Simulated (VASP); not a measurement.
InP: single point with PBE+U

The system is InP.

```
In P
1.0
     0.00000    2.95198    2.95198
     2.95198    0.00000    2.95198
     2.95198    2.95198    0.00000
In P
1 1
Cartesian
  0.0000 0.0000 0.0000
  1.4760 1.4760 1.4760
```

| Item | Value |
| --- | --- |
| Program | VASP 6.6.1 |
| Task | single point |
| Functional | PBE |
| Potentials or basis | VASP PAW PBE potentials, release 64 (In_d, P) |
| Cutoff | 500 eV |
| k mesh | 4 × 4 × 4 |
| Occupations | gaussian, width 0.01 eV |
| Spin | no spin polarisation |
| Hubbard terms | In d U = 6.4 eV, J = 0.62 eV |

```yaml
Pressure: -0.1 GPa
Band_gap_on_the_k_mesh: 0.81 eV, direct
```

Levels at points of the mesh, in eV from the valence-band top:
| k point | band 7 | band 8 | band 9 | band 10 | band 11 | band 12 |
| --- | --- | --- | --- | --- | --- | --- |
| (0.00, 0.00, 0.00) | 0.00 | 0.00 | 0.00 | 0.81 | 4.29 | 4.29 |
| (0.50, 0.00, 0.00) | -5.41 | -0.83 | -0.83 | 1.59 | 4.82 | 4.82 |
| (0.50, 0.50, 0.00) | -5.47 | -2.06 | -2.06 | 1.80 | 2.29 | 9.25 |

Eigenvalues of the final occupation matrices:
```
    site  spin  trace               eigenvalues
site 1 d     1   5.02  0.99 0.99 1.01 1.01 1.01
site 1 d     2   5.02  0.99 0.99 1.01 1.01 1.01
```

It took 6.8 s on 1 thread of Intel Xeon 6975P-C, on a shared host, peak memory 0.16 GiB.

Caveat: the k points lie up to 0.46 Å⁻¹ apart; spin-orbit coupling is left out, which moves the levels of the heavy elements; the U is typed as a test and isn't derived for this compound.
